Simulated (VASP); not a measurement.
# Pd (Fm-3m) in VASP: further runs

Pd is run at these levels: PBEsol; tasks: single point.

Program: VASP 6.6.1. These are calculated values, not measurements. Logs are shortened: lines on timing, memory, paths and dates and some standing lists are left out, and cuts for length are marked.

## (1) The cell of the first run

Symmetry: Fm-3m, No. 225, cubic system. The conventional cell has a = 3.867 Å, b = 3.867 Å, c = 3.867 Å, α = 90.00°, β = 90.00°, γ = 90.00°. Pd (site symmetry m-3m) has 12 Pd at 2.73 Å within 3.6 Å.

## (2) Single point, PBEsol

INCAR

```
PREC     = Accurate       # precision mode
ENCUT    = 520            # plane-wave cutoff, eV
EDIFF    = 1E-6           # SCF threshold, eV
ISMEAR   = 1              # smearing method
SIGMA    = 0.15           # smearing width, eV
LREAL    = F              # projectors in reciprocal space
LASPH    = T              # aspherical terms in the spheres
NELM     = 80             # most SCF steps
ALGO     = Normal         # electronic algorithm
ISIF     = 2              # what is computed and relaxed
LWAVE    = F              # write WAVECAR
LCHARG   = T              # write CHGCAR
GGA      = PS             # functional
LELF     = T              # ELF
LVHAR    = T            
NBANDS   = 11             # bands
```

KPOINTS

```
Automatic mesh
0
Gamma
  10 10 10
```

POSCAR

```
Pd
1.0
    0.0000000000      1.9334358480      1.9334358480
    1.9334358480      0.0000000000      1.9334358480
    1.9334358480      1.9334358480      0.0000000000
Pd
1
Direct
    0.0000000000      0.0000000000      0.0000000000
```

Potentials or basis: VASP PAW PBE potentials, release 64 (Pd).

On the command line:

```console
$ cat potpaw_PBE.64/Pd/POTCAR > POTCAR
$ mpirun -np 1 vasp_std > vasp.out
```

OUTCAR:

```text
PREC = Accurate
   ENCUT = 520
   EDIFF = 1E-6
   ISMEAR = 1
   LREAL = F
   LASPH = T
   NELM = 80
   ISIF = 2
   GGA = PS

 ion  position               nearest neighbor table
   1  0.000  0.000  0.000-

  LATTYP: Found a face centered cubic cell.
 ALAT       =     3.8668716960

  Lattice vectors:

 A1 = (   0.0000000000,   1.9334358480,   1.9334358480)
 A2 = (   1.9334358480,   0.0000000000,   1.9334358480)
 A3 = (   1.9334358480,   1.9334358480,   0.0000000000)

Analysis of symmetry for initial positions (statically):
=====================================================================
 Subroutine PRICEL returns:
 Original cell was already a primitive cell.

 Routine SETGRP: Setting up the symmetry group for a
 face centered cubic supercell.

 Subroutine GETGRP returns: Found 48 space group operations
[... 9 lines left out ...]

 Routine SETGRP: Setting up the symmetry group for a
 face centered cubic supercell.

 Subroutine GETGRP returns: Found 48 space group operations
[... 11 lines left out ...]
                                     Primitive cell

  volume of cell :      14.4550

  direct lattice vectors                    reciprocal lattice vectors
     0.000000000  1.933435848  1.933435848    -0.258606977  0.258606977  0.258606977
     1.933435848  0.000000000  1.933435848     0.258606977 -0.258606977  0.258606977
     1.933435848  1.933435848  0.000000000     0.258606977  0.258606977 -0.258606977

  length of vectors
     2.734291198  2.734291198  2.734291198     0.447920423  0.447920423  0.447920423

  position of ions in fractional coordinates (direct lattice)
     0.000000000  0.000000000  0.000000000

  ion indices of the primitive-cell ions
   primitive index   ion index
                 1           1

----------------------------------------------------------------------------------------

 KPOINTS: Automatic mesh

Automatic generation of k-mesh.
 Grid dimensions read from file:
 generate k-points for:   10   10   10

 Generating k-lattice:

  Cartesian coordinates                     Fractional coordinates (reciprocal lattice)
    -0.025860698  0.025860698  0.025860698     0.100000000  0.000000000  0.000000000
     0.025860698 -0.025860698  0.025860698     0.000000000  0.100000000  0.000000000
     0.025860698  0.025860698 -0.025860698     0.000000000  0.000000000  0.100000000

  Length of vectors
     0.044792042  0.044792042  0.044792042

  Shift w.r.t. Gamma in fractional coordinates (k-lattice)
     0.000000000  0.000000000  0.000000000

 Subroutine IBZKPT returns following result:
 ===========================================

 Found     47 irreducible k-points:

 Following reciprocal coordinates:
            Coordinates               Weight
  0.000000  0.000000  0.000000      1.000000
  0.100000  0.000000  0.000000      8.000000
  0.200000  0.000000  0.000000      8.000000
  0.300000  0.000000  0.000000      8.000000
  0.400000  0.000000  0.000000      8.000000
  0.500000  0.000000  0.000000      4.000000
[... 16 lines left out ...]
  0.300000  0.300000  0.000000      6.000000
  0.400000  0.300000  0.000000     24.000000
 [... further k-points ...]
   k-points           NKPTS =     47   k-points in BZ     NKDIM =     47   number of bands    NBANDS=     11
   number of dos      NEDOS =    301   number of ions     NIONS =      1
   total plane-waves  NPLWV =   8000
   dimension x,y,z NGX =    20 NGY =   20 NGZ =   20
   dimension x,y,z NGXF=    40 NGYF=   40 NGZF=   40
   ions per type =               1
   NGX,Y,Z   is equivalent  to a cutoff of  12.16, 12.16, 12.16 a.u.
   NGXF,Y,Z  is equivalent  to a cutoff of  24.32, 24.32, 24.32 a.u.
 SYSTEM =  unknown system
   PREC   = accura    normal or accurate (medium, high low for compatibility)
   ISTART =      0    job   : 0-new  1-cont  2-samecut
   ICHARG =      2    charge: 1-file 2-atom 10-const
   ISPIN  =      1    spin polarized calculation?
   LNONCOLLINEAR =      F non collinear calculations
   LSORBIT =      F    spin-orbit coupling
   LASPH  =      T    aspherical Exc in radial PAW
   ENCUT  =  520.0 eV  38.22 Ry    6.18 a.u.   5.08  5.08  5.08*2*pi/ulx,y,z
   NELM   =     80;   NELMIN=  2; NELMDL= -5     # of ELM steps
   EDIFF  = 0.1E-05   stopping-criterion for ELM
   LREAL  =      F    real-space projection
   EDIFFG = 0.1E-04   stopping-criterion for IOM
   NSW    =      0    number of steps for IOM
   IBRION =     -1    ionic relax: 0-MD 1-quasi-New 2-CG
   NFREE  =      0    steps in history (QN), initial steepest desc. (CG)
   ISIF   =      2    stress and relaxation
   ISYM   =      2    0-nonsym 1-usesym 2-fastsym
   POTIM  = 0.5000    time-step for ionic-motion
   TEBEG  =    0.0;   TEEND  =   0.0 temperature during run
   PSTRESS=    0.0 pullay stress
   NELECT =      10.0000    total number of electrons
   NUPDOWN=      -1.0000    fix difference up-down
   EMIN   =  10.00;   EMAX   =-10.00  energy-range for DOS
   EFERMI =   0.00;   METHOD = LEGACY
   ISMEAR =     1;   SIGMA  =   0.15  broadening in eV -4-tet -1-fermi 0-gaus
   EFERMI_NEDOS =   21; number of points for ismear=-14 and -15
   IALGO  =     38    algorithm
   IMIX   =      4    mixing-type and parameters
     AMIX     =   0.40;   BMIX     =  1.00
     AMIX_MAG =   1.60;   BMIX_MAG =  1.00
  volume/ion in A,a.u.               =      14.46        97.55
  Fermi-wavevector in a.u.,A,eV,Ry     =   1.447888  2.736112 28.522990  2.096381
  Thomas-Fermi vector in A             =   2.565792
   LORBIT       =      0    0 simple, 1 ext, 2 COOP (PROOUT), +10 PAW based schemes
   GGA     = PS    functional components
   LHFCALC =     F    Hartree Fock is set to
   AEXX    =    0.0000 exact exchange contribution
   IVDW    =     0    specifies the selected vdW correction
   LEPSILON=     F    determine dielectric tensor
   LRPA    =     F    only Hartree local field effects (RPA)
 non-spin polarized calculation
 Methfessel and Paxton  Order N= 1 SIGMA  =   0.15
  energy-cutoff  :      520.00
  volume of cell :       14.46
 maximum number of plane-waves:       396
   NGX = 11   NGY = 11   NGZ = 11

 number of electron      10.0000003 magnetization

 Free energy of the ion-electron system (eV)
  ---------------------------------------------------
  ext. energy  EPLUGINS =         0.00000000
  ---------------------------------------------------
  free energy    TOTEN  =        -5.97347931 eV

  energy without entropy =       -5.97412472  energy(sigma->0) =       -5.97369445

 E-fermi :   9.9816     XC(G=0): -13.5047

 val. band max:        9.9758865216   @ k =   0.5000   0.1000   0.0000
 cond. band min:      10.0217179788   @ k =   0.5000   0.2000   0.0000
 fundamental gap:      0.0458314572
 Fermi energy:         9.9815826711

 k-point     1 :       0.0000    0.0000    0.0000
  band No.  band energies     occupation
      1       2.5670      2.00000
      2       7.0260      2.00000
      3       7.0260      2.00000
      4       7.0260      2.00000
      5       8.7125      2.00000
      6       8.7125      2.00000
      7      27.1007      0.00000
      8      31.9853      0.00000
      9      31.9853      0.00000
     10      31.9853      0.00000
     11      36.0167      0.00000

 k-point     2 :       0.1000    0.0000    0.0000
  band No.  band energies     occupation
      1       2.9307      2.00000
      2       6.9013      2.00000
      3       7.1483      2.00000
      4       7.1483      2.00000
      5       8.6581      2.00000
      6       8.6581      2.00000
      7      27.4663      0.00000
      8      30.0043      0.00000
      9      32.4147      0.00000
     10      32.4147      0.00000
     11      36.0855      0.00000

 k-point     3 :       0.2000    0.0000    0.0000
  band No.  band energies     occupation
      1       3.8480      2.00000
      2       6.7725      2.00000
      3       7.3360      2.00000
      4       7.3360      2.00000
      5       8.6899      2.00000
      6       8.6899      2.00000
      7      26.3427      0.00000
      8      28.3669      0.00000
      9      33.4438      0.00000
     10      33.4438      0.00000
     11      35.9037      0.00000

 k-point     4 :       0.3000    0.0000    0.0000
  band No.  band energies     occupation
      1       4.5249      2.00000
      2       7.2566      2.00000
      3       7.2566      2.00000
      4       7.5356      2.00000
      5       9.1321      2.00000
      6       9.1321      2.00000
      7      22.7598      0.00000
      8      27.7713      0.00000
      9      33.4763      0.00000
     10      33.4763      0.00000
     11      36.3177      0.00000

 k-point     5 :       0.4000    0.0000    0.0000
  band No.  band energies     occupation
      1       4.5315      2.00000
      2       7.0639      2.00000
      3       7.0639      2.00000
      4       9.4870      2.00003
      5       9.7051      2.02565
      6       9.7051      2.02565
      7      19.2518      0.00000
      8      26.8338      0.00000
      9      31.8784      0.00000
     10      31.8784      0.00000
     11      36.4985      0.00000
[... 211 lines left out ...]
 k-point    21 :      -0.3000    0.2000    0.0000
  band No.  band energies     occupation
      1       5.5521      2.00000
      2       6.5924      2.00000
      3       7.0685      2.00000
      4       7.8050      2.00000
      5       8.8923      2.00000
      6      12.2661     -0.00000
      7      21.0922      0.00000
      8      24.6246      0.00000
      9      29.3640      0.00000
     10      31.9675      0.00000
     11      35.5448      0.00000

 k-point    22 :      -0.2000    0.2000    0.0000
  band No.  band energies     occupation
      1       5.4111      2.00000
      2       6.2827      2.00000
      3       7.1115      2.00000
      4       7.9893      2.00000
      5       8.1429      2.00000
      6      10.6236     -0.00000
      7      24.4138      0.00000
      8      25.3513      0.00000
      9      30.5908      0.00000
     10      33.1849      0.00000
     11      34.5721      0.00000

 k-point    23 :       0.3000    0.3000    0.0000
  band No.  band energies     occupation
      1       4.9529      2.00000
      2       5.3876      2.00000
      3       8.7585      2.00000
      4       8.8613      2.00000
      5       8.8613      2.00000
      6       9.4879      2.00003
      7      26.6855      0.00000
      8      26.6855      0.00000
      9      27.1431      0.00000
     10      30.4909      0.00000
     11      32.2395      0.00000

 k-point    24 :       0.4000    0.3000    0.0000
  band No.  band energies     occupation
      1       4.9520      2.00000
      2       5.2383      2.00000
      3       8.4581      2.00000
      4       8.9892      2.00000
      5       9.8907      1.84526
      6      10.9974     -0.00000
      7      23.7290      0.00000
      8      25.3764      0.00000
      9      25.6639      0.00000
     10      30.9965      0.00000
     11      33.3171      0.00000

 [... further k-points ...]
[... 5 lines left out ...]
  --------------------------------------------------------------------------------------
  -------------------------------------------------------------------------------------
  Total        0.0714288      0.0714288      0.0714288      0.0000000      0.0000000      0.0000000
  in kB        7.9170772      7.9170772      7.9170772      0.0000000      0.0000000      0.0000000
  external PRESSURE =       7.9170772 kB  Pullay stress =       0.0000000 kB

 VOLUME and BASIS-vectors are now :
 -----------------------------------------------------------------------------
  energy-cutoff  :      520.00
  volume of cell :       14.46
      direct lattice vectors                 reciprocal lattice vectors
     0.000000000  1.933435848  1.933435848    -0.258606977  0.258606977  0.258606977
     1.933435848  0.000000000  1.933435848     0.258606977 -0.258606977  0.258606977
     1.933435848  1.933435848  0.000000000     0.258606977  0.258606977 -0.258606977

 POSITION                                       TOTAL-FORCE (eV/Angst)
 -----------------------------------------------------------------------------------
      0.00000      0.00000      0.00000         0.000000     -0.000000      0.000000
 -----------------------------------------------------------------------------------
    total drift:                               -0.000000     -0.000000     -0.000000

  FREE ENERGIE OF THE ION-ELECTRON SYSTEM (eV)
  ---------------------------------------------------
  free  energy   TOTEN  =        -5.9734793134 eV

  energy  without entropy=       -5.9741247212  energy(sigma->0) =       -5.97369445
```

It took 4.9 s on 1 thread of AMD EPYC 7R13 (Zen 3), shared host; peak memory 0.1 GiB.

Results:

```yaml
Free_energy: -5.9735 eV
Pressure: 0.8 GPa
Band_gap_on_the_k_mesh: zero (band 5 reaches 10.29 eV, above the bottom of band 6 at 8.66 eV)
```

Caveat: the PAW data sets were made with another functional, which shifts forces and pressure a little.

## (3) Single point, PBEsol

This run uses another cell than the first one, of 14.75 Å³/atom, 1.020 times its volume.

INCAR

```
SYSTEM = Pd
  PREC = Accurate
  ENCUT = 520
  EDIFF = 1E-6
  ISMEAR = 1
  SIGMA = 0.15
  LREAL = .False.
  LASPH = .True.
  NELM = 80
  ALGO = Normal
  ISIF = 2
  LWAVE = .False.
  LCHARG = .False.
  GGA = PS
  NBANDS = 11
```

KPOINTS

```
Automatic mesh
0
Gamma
  10 10 10
  0 0 0
```

POSCAR

```
Pd
1.0
    0.0000000000      1.9465000000      1.9465000000
    1.9465000000      0.0000000000      1.9465000000
    1.9465000000      1.9465000000      0.0000000000
Pd
1
Direct
    0.0000000000      0.0000000000      0.0000000000
```

Potentials or basis: VASP PAW PBE potentials, release 64 (Pd).

On the command line:

```console
$ cat potpaw_PBE.64/Pd/POTCAR > POTCAR
$ mpirun -np 1 vasp_std > vasp.out
```

Wall time 4.6 s (1 thread of AMD EPYC 7R13 (Zen 3), shared host); peak memory 0.09 GiB.

It converged, with:

```yaml
Free_energy: -5.9714 eV
Pressure: -3.2 GPa
Band_gap_on_the_k_mesh: zero (band 5 reaches 9.92 eV, above the bottom of band 6 at 8.35 eV)
```

Levels at points of the mesh, in eV from the Fermi level:
```
           k point  band 3  band 4  band 5  band 6  band 7  band 8
(0.00, 0.00, 0.00)   -2.86   -2.86   -1.23   -1.23   17.12   21.88
(0.50, 0.00, 0.00)   -2.90   -0.02   -0.02    0.91    7.26   16.47
(0.50, 0.50, 0.00)   -0.04    0.29    0.29    3.24   10.70   13.10
```

Caveat: the PAW data sets were made with another functional, which shifts forces and pressure a little.

(Part 1 of 2 ends here.)
